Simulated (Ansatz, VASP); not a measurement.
## BAs in VASP and in Ansatz

File POSCAR:

```
BAs
1.0
    0.0000000000      2.1280187120      3.0090184588
    2.1280187120      0.0000000000      3.0090184588
    2.1280187120      2.1280187120      0.0000000000
B As
1 1
Direct
    0.0000000000      0.0000000000      0.0000000000
    0.7500000000      0.7500000000      0.7500000000
```

Contents of INCAR.step1:

```
PREC     = Accurate       # precision mode
ENCUT    = 520            # plane-wave cutoff, eV
ISMEAR   = 0              # smearing method
SIGMA    = 0.05           # smearing width, eV
LREAL    = False          # projectors in reciprocal space
LASPH    = True           # aspherical terms in the spheres
NELM     = 100            # most SCF steps
NBANDS   = 11             # bands
GGA      = PE             # functional
ALGO     = Normal         # electronic algorithm
EDIFF    = 1E-4           # SCF threshold, eV
LWAVE    = True           # write WAVECAR
LCHARG   = False          # write CHGCAR
```

The input INCAR.step2:

```
PREC     = Accurate       # precision mode
ENCUT    = 520            # plane-wave cutoff, eV
EDIFF    = 1E-7           # SCF threshold, eV
ISMEAR   = 0              # smearing method
SIGMA    = 0.05           # smearing width, eV
LREAL    = False          # projectors in reciprocal space
LASPH    = True           # aspherical terms in the spheres
NELM     = 100            # most SCF steps
ALGO     = Normal         # electronic algorithm
ISIF     = 2              # what is computed and relaxed
LWAVE    = False          # write WAVECAR
LCHARG   = False          # write CHGCAR
METAGGA  = R2SCAN         # meta-GGA
LMIXTAU  = True         
NBANDS   = 11             # bands
ISTART   = 1
```

Contents of KPOINTS:

```
regular mesh
0
Gamma
  12 12 12
```

Input for Ansatz:

```yaml
crystal:
  lattice:
    - [0.0, 2.128018712, 3.0090184588]
    - [2.128018712, 0.0, 3.0090184588]
    - [2.128018712, 2.128018712, 0.0]
  atoms:
    - { symbol: B, position: [0.0, 0.0, 0.0] }
    - { symbol: As, position: [0.75, 0.75, 0.75] }
basis:
  ecutwfc: 500
kpoints:
  mp_grid: { grid: [12, 12, 12] }
hamiltonian:
  xc: r2scan
scf:
  occupations: { method: gaussian, width: 0.05 }
output:
  forces: true
  stress: true
  eigenvalues: true
```

Alike in both runs: task single point; functional r2SCAN; k mesh 12 × 12 × 12; occupations gaussian, width 0.05 eV; no spin polarisation.

|  | VASP | Ansatz |
| --- | --- | --- |
| version | VASP 6.6.1 | Ansatz 0.2.0 |
| potentials or method | VASP PAW PBE potentials, release 64 (B, As), cutoff 520 eV | scalar-relativistic, plane waves, PAW |
| valence electrons in the cell | 8 | 18 |

Ansatz gave:

| Quantity | Value |
| --- | --- |
| gap on the k mesh at the Fermi level (eV) | none |
| pressure (GPa) | 2.6 |
| traceless stress, the component that is largest in VASP (GPa) | -54.66 |

Question: Which values does VASP return?

Answer: gap on the k mesh at the Fermi level (eV): none; pressure (GPa): 2.7; traceless stress, the component that is largest in VASP (GPa): -54.68.

VASP's potentials were made for PBE, not for r2SCAN. A gap of «none» marks a metal or a gap that the smearing closes. VASP's potentials hold 8 valence electrons a cell and Ansatz's 18, so a difference there can come from the potentials and not from the codes.
